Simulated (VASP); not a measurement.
# SnO2 in VASP: further runs

SnO2 is run at these levels: PBE; tasks: single point.

Everything below comes from runs of VASP 6.6.1. Logs are shortened: lines on timing, memory, paths and dates and some standing lists are left out, and cuts for length are marked.

## (1) The cell of the first run

The cell holds an amorphous packing of atoms, 21 atoms: a = 6.814 Å, b = 6.599 Å, c = 6.379 Å, α = 91.75°, β = 90.38°, γ = 91.16°.

## (2) Single point, PBE

INCAR reads:

```
SYSTEM = SnO2
PREC = Accurate
ENCUT = 520
EDIFF = 1E-6
ISMEAR = -1
SIGMA = 0.05
LREAL = Auto
LASPH = .True.
NELM = 60
ALGO = Normal
ISIF = 2
LWAVE = .False.
LCHARG = .True.
GGA = PE
LELF = .True.
LVHAR = .True.
NBANDS = 107
ISYM = 0
```

KPOINTS reads:

```
Automatic mesh
0
Gamma
  1 1 1
  0 0 0
```

POSCAR reads:

```
SnO2
1.0
    6.8133110000     -0.0677660000     -0.0220850000
   -0.0677660000      6.5981650000     -0.0994380000
   -0.0220850000     -0.0994380000      6.3785550000
Sn O
7 14
Direct
    0.8307680444      0.7183050685      0.8245593762
    0.9758254222      0.2846068133      0.6765414481
    0.5968183206      1.0226856378      0.5004987097
    0.3515021395      0.8205892685      0.1164292979
    0.4898996726      0.3224279173      0.9956159383
    0.9696774068      0.1462828950      0.1479164802
    0.4138090746      0.5681016355      0.5566196206
    0.8126687383      0.2323569426      0.4116347509
    0.7993414317      0.0308645715      0.7380213178
    0.5059766644      0.6832199773      0.8707850795
    0.2256131419      0.2013099841      0.3010880252
    0.1817077465      0.2052064070      0.9181512631
    0.5641157849      0.0569324136      0.1384741125
    0.0327829668      0.8479323007      0.0739220253
    0.2214642791      0.2048889924      0.5202400528
    0.0741132135      0.5827716312      0.6902092144
    0.7976088813      0.3934355368      0.9670732062
    0.6921474360      0.7205024266      0.5235305483
    0.5375239167      0.3053779546      0.6596500914
    0.3268775752      0.8653838956      0.4714047516
    0.3923890236      0.5454145952      0.2229515695
```

Potentials or basis: VASP PAW PBE potentials, release 64 (Sn_d, O).

The run is started by

```sh
> cat potpaw_PBE.64/Sn_d/POTCAR potpaw_PBE.64/O/POTCAR > POTCAR
> mpirun -np 1 vasp_gam > vasp.out
```

OUTCAR:

```text
SYSTEM = SnO2
   PREC = Accurate
   ENCUT = 520
   EDIFF = 1E-6
   ISMEAR = -1
   LREAL = Auto
   LASPH = .True.
   NELM = 60
   ISIF = 2
   GGA = PE
   ISYM = 0

 ion  position               nearest neighbor table
   1  0.831  0.718  0.825-  16 2.08  18 2.14   9 2.17  14 2.24  10 2.24  17 2.36   2 3.17   3 3.35
                             7 3.42   6 3.55   5 3.66
   2  0.976  0.285  0.677-  15 2.02   8 2.03  16 2.06   9 2.09  12 2.16  17 2.33   1 3.17   6 3.17
                             3 3.25   6 3.47   7 3.59
   3  0.597  0.023  0.500-   9 2.04   8 2.09  20 2.10  18 2.12  19 2.14  13 2.34  15 2.85   4 3.20
                             2 3.25   7 3.26   1 3.35   6 3.50   5 3.76
   4  0.352  0.821  0.116-  21 1.98  10 2.09  13 2.11  14 2.20  20 2.28   3 3.20   7 3.34   6 3.41
                             5 3.50   5 3.53
   5  0.490  0.322  0.996-  13 2.07  17 2.15  21 2.15  19 2.17  12 2.27  10 2.53  11 2.79   7 3.32
                             4 3.50   4 3.53   6 3.63   1 3.66   3 3.76
   6  0.970  0.146  0.148-  11 2.01  14 2.06   8 2.07  12 2.10  17 2.35  13 2.81   2 3.17   4 3.41
                             2 3.47   3 3.50   1 3.55   5 3.63
   7  0.414  0.568  0.557-  19 2.07  21 2.13  18 2.14  20 2.15  10 2.20  16 2.47  15 2.71   3 3.26
                             5 3.32   4 3.34   1 3.42   2 3.59
   8  0.813  0.232  0.412-   2 2.03   6 2.07   3 2.09
   9  0.799  0.031  0.738-   3 2.04   2 2.09   1 2.17
  10  0.506  0.683  0.871-   4 2.09   7 2.20   1 2.24   5 2.53
  11  0.226  0.201  0.301-  15 1.40   6 2.01   5 2.79
  12  0.182  0.205  0.918-   6 2.10   2 2.16   5 2.27
  13  0.564  0.057  0.138-   5 2.07   4 2.11   3 2.34   6 2.81
  14  0.033  0.848  0.074-   6 2.06   4 2.20   1 2.24
  15  0.221  0.205  0.520-  11 1.40   2 2.02   7 2.71   3 2.85
  16  0.074  0.583  0.690-   2 2.06   1 2.08   7 2.47
  17  0.798  0.393  0.967-   5 2.15   2 2.33   6 2.35   1 2.36
  18  0.692  0.721  0.524-   3 2.12   1 2.14   7 2.14
  19  0.538  0.305  0.660-   7 2.07   3 2.14   5 2.17
  20  0.327  0.865  0.471-   3 2.10   7 2.15   4 2.28
  21  0.392  0.545  0.223-   4 1.98   7 2.13   5 2.15

IMPORTANT INFORMATION: All symmetrisations will be switched off!
NOSYMM: (Re-)initialisation of all symmetry stuff for point group C_1.

----------------------------------------------------------------------------------------

                                     Primitive cell

  volume of cell :     286.6500

  direct lattice vectors                    reciprocal lattice vectors
     6.813311000 -0.067766000 -0.022085000     0.146788317  0.001515595  0.000531865
    -0.067766000  6.598165000 -0.099438000     0.001515595  0.151608553  0.002368738
    -0.022085000 -0.099438000  6.378555000     0.000531865  0.002368738  0.156814089

  length of vectors
     6.813683788  6.599262195  6.379368272     0.146797104  0.151634631  0.156832880

[... 106 lines left out ...]
   NUPDOWN=      -1.0000    fix difference up-down
   EMIN   =  10.00;   EMAX   =-10.00  energy-range for DOS
   EFERMI =   0.00;   METHOD = LEGACY
   ISMEAR =    -1;   SIGMA  =   0.05  broadening in eV -4-tet -1-fermi 0-gaus
   EFERMI_NEDOS =   21; number of points for ismear=-14 and -15
   IALGO  =     38    algorithm
   IMIX   =      4    mixing-type and parameters
     AMIX     =   0.40;   BMIX     =  1.00
     AMIX_MAG =   1.60;   BMIX_MAG =  1.00
  volume/ion in A,a.u.               =      13.65        92.11
  Fermi-wavevector in a.u.,A,eV,Ry     =   1.407067  2.658970 26.937309  1.979836
  Thomas-Fermi vector in A             =   2.529363
   LORBIT       =      0    0 simple, 1 ext, 2 COOP (PROOUT), +10 PAW based schemes
   GGA     = PE    functional components
   LHFCALC =     F    Hartree Fock is set to
   AEXX    =    0.0000 exact exchange contribution
   IVDW    =     0    specifies the selected vdW correction
   LEPSILON=     F    determine dielectric tensor
   LRPA    =     F    only Hartree local field effects (RPA)
 non-spin polarized calculation
  energy-cutoff  :      520.00
  volume of cell :      286.65
 maximum number of plane-waves:      3860
 NGX is ok and might be reduce to    50
   NGX = 25   NGY = 25   NGZ = 23

 number of electron     182.0000007 magnetization

 Free energy of the ion-electron system (eV)
  ---------------------------------------------------
  ext. energy  EPLUGINS =         0.00000000
  ---------------------------------------------------
  free energy    TOTEN  =      -122.64390038 eV

  energy without entropy =     -122.64390037  energy(sigma->0) =     -122.64390038

 E-fermi :   6.6420     XC(G=0): -10.4776

 val. band max:        5.6315571203   @ k =   0.0000   0.0000   0.0000
 cond. band min:       7.6526684027   @ k =   0.0000   0.0000   0.0000
 fundamental gap:      2.0211112824
 Fermi energy:         6.6420187733

 k-point     1 :       0.0000    0.0000    0.0000
  band No.  band energies     occupation
      1     -16.9381      2.00000
      2     -16.1355      2.00000
      3     -16.1012      2.00000
      4     -16.0401      2.00000
      5     -15.9275      2.00000
      6     -15.9003      2.00000
[... 95 lines left out ...]
    102      11.7130      0.00000
    103      11.9133      0.00000
 [bands above 103 left out]

------------------------ aborting loop because EDIFF is reached ----------------------------------------

  FORCE on cell =-STRESS in cart. coord.  units (eV):
  Direction    XX          YY          ZZ          XY          YZ          ZX
  --------------------------------------------------------------------------------------
  -------------------------------------------------------------------------------------
  Total        0.5330140      8.4065834      9.8683572      0.7273410      0.9874633      1.9467845
  in kB        2.9791833     46.9870488     55.1573639      4.0653386      5.5192442     10.8811933
  external PRESSURE =      35.0411987 kB  Pullay stress =       0.0000000 kB

 VOLUME and BASIS-vectors are now :
 -----------------------------------------------------------------------------
  energy-cutoff  :      520.00
  volume of cell :      286.65
      direct lattice vectors                 reciprocal lattice vectors
     6.813311000 -0.067766000 -0.022085000     0.146788317  0.001515595  0.000531865
    -0.067766000  6.598165000 -0.099438000     0.001515595  0.151608553  0.002368738
    -0.022085000 -0.099438000  6.378555000     0.000531865  0.002368738  0.156814089

 POSITION                                       TOTAL-FORCE (eV/Angst)
 -----------------------------------------------------------------------------------
      5.59339      4.60120      5.16972         0.458791      0.629404     -0.051211
      6.61437      1.74448      4.26550         0.512264      0.305160      1.148739
      4.05372      0.05947      3.17702        -0.823970      0.106614     -0.131564
      2.33671      5.37899      0.65329        -1.598983      1.132707      0.194259
      3.29400      1.99523      6.30771        -0.764915      0.575704     -0.311748
      6.59353      0.88478      0.90753        -0.640791      0.836309     -0.794996
[... 13 lines left out ...]
      2.15806      5.64092      2.91361         1.182949     -1.029338     -0.946150
      2.63158      3.54997      1.35921         0.307622     -1.586435      0.606924
 -----------------------------------------------------------------------------------
    total drift:                               -0.019077      0.014749     -0.005610

  FREE ENERGIE OF THE ION-ELECTRON SYSTEM (eV)
  ---------------------------------------------------
  free  energy   TOTEN  =      -122.6439003791 eV

  energy  without entropy=     -122.6439003719  energy(sigma->0) =     -122.64390038
```

Run time: 62 s. Hardware: 1 thread of AMD EPYC 9R45 (Zen 5), shared host; peak memory 0.28 GiB.

What came out:

- Free energy: -122.6439 eV
- Pressure: 3.5 GPa
- Largest force: 2.271 eV/Å
- Band gap on the k mesh: 2.02 eV

Forces in eV/Å, atoms in the order of the input:
```
Sn   0.459  0.629 -0.051
Sn   0.512  0.305  1.149
Sn  -0.824  0.107 -0.132
Sn  -1.599  1.133  0.194
Sn  -0.765  0.576 -0.312
Sn  -0.641  0.836 -0.795
Sn  -0.804  0.978 -0.221
O    0.402 -0.005 -1.568
O    1.017 -0.994  1.770
O   -0.168 -0.408  0.032
O   -0.570 -0.091 -1.868
O    0.915  0.393 -0.132
O    0.220 -0.706  0.524
O   -0.129 -0.469 -0.083
O   -0.447  0.802  1.654
O    0.350 -0.579 -0.243
O    0.572  0.181  0.291
O   -0.074 -0.557 -0.536
O    0.083  0.486  0.666
O    1.183 -1.029 -0.946
O    0.308 -1.586  0.607
```

Levels at points of the mesh, in eV from the valence-band top:
```
           k point  band 88  band 89  band 90  band 91  band 92  band 93  band 94  band 95
(0.00, 0.00, 0.00)    -1.12    -0.94    -0.59     0.00     2.02     2.25     2.54     3.08
```

Caveat: the k points lie up to 0.99 Å⁻¹ apart; spin-orbit coupling is left out, which moves the levels of the heavy elements.

## (3) Single point, PBE

INCAR reads:

```
SYSTEM = SnO2
  PREC = Accurate
  ENCUT = 520
  EDIFF = 1E-6
  ISMEAR = -1
  SIGMA = 0.05
  LREAL = Auto
  LASPH = .True.
  NELM = 100
  ALGO = Normal
  ISIF = 2
  LWAVE = .False.
  LCHARG = .False.
  GGA = PE
  ISYM = 0
  NBANDS = 107
```

KPOINTS is that of step 2.

POSCAR reads:

```
SnO2
1.0
    6.8133110000     -0.0677660000     -0.0220850000
   -0.0677660000      6.5981650000     -0.0994380000
   -0.0220850000     -0.0994380000      6.3785550000
Sn O
7 14
Direct
    0.8496726263      0.7080132165      0.8069561896
    0.9911569784      0.2755167199      0.6790164126
    0.5906236097      1.0363916691      0.5054208417
    0.3320720860      0.8253873115      0.1184604782
    0.4831025481      0.3301830556      1.0020249198
    0.9476411235      0.1354810012      0.1093359882
    0.4081025741      0.5700638014      0.5474219396
    0.8354760409      0.1940721906      0.4189089283
    0.8384763420      0.0240771700      0.7987987774
    0.4997389382      0.6647304746      0.8736101207
    0.2066833388      0.1839199188      0.2756779914
    0.2064885123      0.1866879287      0.8963259191
    0.5793023696      0.0585988343      0.1420058060
    0.0355890327      0.8290695981      0.0702475728
    0.2446383393      0.2213271917      0.4924894700
    0.0860875056      0.5798575441      0.6755862601
    0.8308824993      0.4053330127      0.9671304150
    0.6972064205      0.7303373419      0.5278303767
    0.5748424396      0.3019995926      0.6723120880
    0.3364314730      0.8558963630      0.4538185704
    0.4070375047      0.5443817823      0.2274635335
```

Potentials or basis: VASP PAW PBE potentials, release 64 (Sn_d, O).

The run is started by

```sh
> cat potpaw_PBE.64/Sn_d/POTCAR potpaw_PBE.64/O/POTCAR > POTCAR
> mpirun -np 1 vasp_gam > vasp.out
```

Wall time 67 s (1 thread of AMD EPYC 9R45 (Zen 5), shared host); peak memory 0.28 GiB.

It converged, with:

- Free energy: -123.4403 eV
- Pressure: 1.8 GPa
- Largest force: 1.750 eV/Å
- Band gap on the k mesh: 2.51 eV

Forces on the atoms (eV/Å):
```
Sn  -0.542  0.566  1.061
Sn   0.996  0.232 -0.362
Sn  -0.154 -1.038 -0.279
Sn   0.650  0.556 -0.367
Sn   0.114 -0.078 -0.692
Sn  -0.725 -0.016  0.839
Sn   0.278 -0.243  1.345
O    0.493  0.000 -1.600
O   -0.274 -0.304 -0.168
O   -0.271 -0.142 -0.198
O    0.832  0.182 -1.529
O    0.509  0.515  0.562
O   -0.431 -0.199  0.435
O   -0.383 -0.171  0.302
O   -0.541  0.759  0.910
O    0.948 -1.053 -0.695
O   -0.252 -0.161  0.166
O   -0.309  0.276 -0.294
O   -1.066  1.193  0.593
O    0.290  0.154 -0.210
O   -0.160 -1.027  0.180
```

Stress tensor (GPa, compression positive):
```
-0.90 -0.90  0.98
-0.90  1.84 -0.04
 0.98 -0.04  4.43
```

Levels at points of the mesh, in eV from the valence-band top:
```
           k point  band 89  band 90  band 91  band 92  band 93  band 94
(0.00, 0.00, 0.00)    -0.63    -0.52     0.00     2.51     2.80     2.96
```

Caveat: the k points lie up to 0.99 Å⁻¹ apart; spin-orbit coupling is left out, which moves the levels of the heavy elements.

## (4) Single point, PBE

This run uses another cell than the first one, of 14.52 Å³/atom, 1.064 times its volume.

INCAR reads:

```
SYSTEM = SnO2
ALGO = Normal
EDIFF = 1E-6
ENCUT = 910
GGA = PE
GGA_COMPAT = .False.
ISIF = 2
ISMEAR = 0
ISYM = 0
LASPH = .True.
LCHARG = .True.
LELF = .True.
LREAL = Auto
LVHAR = .True.
LWAVE = .False.
NBANDS = 107
NELM = 120
PREC = Accurate
SIGMA = 0.1
```

KPOINTS reads:

```
Automatic mesh
0
Gamma
  1 1 1
  0.25 0.25 0.25
```

POSCAR reads:

```
SnO2
1.0
    6.7519364470     -0.0206573006     -0.0186448915
   -0.0210720614      6.6204651891     -0.0097332505
   -0.0169905211     -0.0064739725      6.8221359605
Sn O
7 14
Direct
    0.8821873966      0.6541761115      0.7413052492
    1.1150988276      0.1443151572      0.6179731091
    0.6357915473      0.1383494895      0.6005880473
    0.3410856247      0.8763665459      0.0646665836
    0.4410095020      0.4014232669      0.0453933618
    0.8450874216      0.0883304217      0.1104776476
    0.3680946152      0.6305434614      0.5626768660
    0.8775218894      0.1340808953      0.4093678941
    0.8708302796      0.1295628403      0.8000542036
    0.3518696789      0.6314765731      0.8771465423
    0.3050228414      0.1704313379      0.2194539319
    0.3614150186      0.1507608314      0.8432563459
    0.6290838020     -0.1107095361      0.0936660770
    0.0498195724      0.8789043997      0.0669224799
    0.3632541617      0.1910036767      0.4242257249
    0.1144590812      0.4491860984      0.6100774043
    0.7236150621      0.3674294804      1.0979445664
    0.6020997851      0.8386823890      0.5956036443
    0.6067862715      0.4385896758      0.6280129488
    0.1395082158      0.8420647185      0.5935318015
    0.3576119193      0.6163577451      0.2584984240
```

Potentials or basis: VASP PAW PBE potentials, release 64 (Sn_d, O_h).

The run is started by

```sh
> cat potpaw_PBE.64/Sn_d/POTCAR potpaw_PBE.64/O_h/POTCAR > POTCAR
> mpirun -np 1 vasp_std > vasp.out
```

Wall time 2.1 min (1 thread of Intel Xeon 6975P-C (Granite Rapids), shared host); peak memory 0.66 GiB.

It converged, with:

* Free energy: -123.8487 eV
* Pressure: 0.2 GPa
* Largest force: 0.050 eV/Å
* Band gap on the k mesh: 1.71 eV

Forces on the atoms (eV/Å):
```
Sn  -0.012  0.014  0.023
Sn   0.000  0.006  0.001
Sn  -0.021  0.010 -0.004
Sn   0.030  0.036  0.015
Sn  -0.005 -0.003 -0.010
Sn  -0.010  0.024  0.029
Sn   0.015 -0.014 -0.019
O    0.021  0.005 -0.016
O    0.006  0.006 -0.007
O   -0.022 -0.015  0.011
O   -0.031 -0.014 -0.011
O   -0.012 -0.018 -0.010
O    0.002 -0.034 -0.009
O    0.002 -0.036 -0.007
O    0.012  0.011  0.016
O   -0.009  0.006 -0.010
O    0.042  0.027 -0.001
O    0.015 -0.019 -0.003
O    0.004  0.016  0.004
O   -0.014 -0.016  0.002
O   -0.012  0.008  0.006
```

Stress tensor (GPa, compression positive):
```
 0.11 -0.03 -0.01
-0.03  0.20  0.06
-0.01  0.06  0.20
```

Levels at points of the mesh, in eV from the valence-band top:
| k point | band 88 | band 89 | band 90 | band 91 | band 92 | band 93 | band 94 | band 95 |
| --- | --- | --- | --- | --- | --- | --- | --- | --- |
| (0.25, 0.25, 0.25) | -1.11 | -1.08 | -0.98 | 0.00 | 1.71 | 2.44 | 3.31 | 3.56 |

Caveat: the k points lie up to 0.95 Å⁻¹ apart; the cutoff is under 1.25 times the usual one of these potentials, so pressure, stress and relaxed cells hold a basis-set (Pulay) error; spin-orbit coupling is left out, which moves the levels of the heavy elements.
